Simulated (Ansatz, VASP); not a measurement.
One calculation of C, two programs

Contents of INCAR:

```
  ALGO = Normal
  DIPOL = 0.5 0.5 0.500
  EDIFF = 1E-7
  ENCUT = 520
  GGA = PE
  IDIPOL = 3
  ISIF = 2
  ISMEAR = 0
  IVDW = 12
  LASPH = True
  LCHARG = False
  LDIPOL = True
  LREAL = False
  LWAVE = False
  NBANDS = 11
  NELM = 100
  PREC = Accurate
  SIGMA = 0.1
```

File KPOINTS:

```
k-points
0
Gamma
  21 21 1
```

Contents of POSCAR:

```
C
1.0
    2.2810000000      0.0000000000      0.0000000000
   -1.1405000000      1.9754039460      0.0000000000
    0.0000000000      0.0000000000     26.0024170307
C
2
Direct
    0.6666666667      0.3333333333      0.5027497444
    0.3333333333      0.6666666667      0.4972502556
```

Input for Ansatz:

```yaml
crystal:
  lattice:
    - [2.281, 0.0, 0.0]
    - [-1.1405, 1.975403946, 0.0]
    - [0.0, 0.0, 26.0024170307]
  atoms:
    - { symbol: C, position: [0.6666666667, 0.3333333333, 0.5027497444] }
    - { symbol: C, position: [0.3333333333, 0.6666666667, 0.4972502556] }
  periodic: [true, true, false]
basis:
  ecutwfc: 420
kpoints:
  mp_grid: { grid: [21, 21, 1] }
hamiltonian:
  xc: pbe
  pseudopotentials: { kind: paw, azcp: { folder: soft_1 } }
  dispersion: d3bj
scf:
  occupations: { method: gaussian, width: 0.1 }
output:
  forces: true
  stress: true
  eigenvalues: true
  write_density: true
  write_potential: true
  elf: true
  volumetric_format: npy
```

Alike in both runs: task single point; functional PBE; dispersion D3(BJ); k mesh 21 × 21 × 1; occupations gaussian, width 0.1 eV; no spin polarisation.

|  | VASP | Ansatz |
| --- | --- | --- |
| version | VASP 6.6.1 | Ansatz 0.2.0 |
| potentials or method | VASP PAW PBE potentials, release 64 (C), cutoff 520 eV | scalar-relativistic, plane waves, PAW |
| valence electrons in the cell | 8 | 8 |

VASP gave:

- gap on the k mesh at the Fermi level (eV): none
- rms of the force components (eV/Å): 1.200

Question: Which values does Ansatz return?

Answer: gap on the k mesh at the Fermi level (eV): none; rms of the force components (eV/Å): 1.201.

Atom by atom the forces differ by 0.001 eV/Å (rms over components). A gap of «none» marks a metal or a gap that the smearing closes. Ansatz's warnings: xc potential rough in thin density.
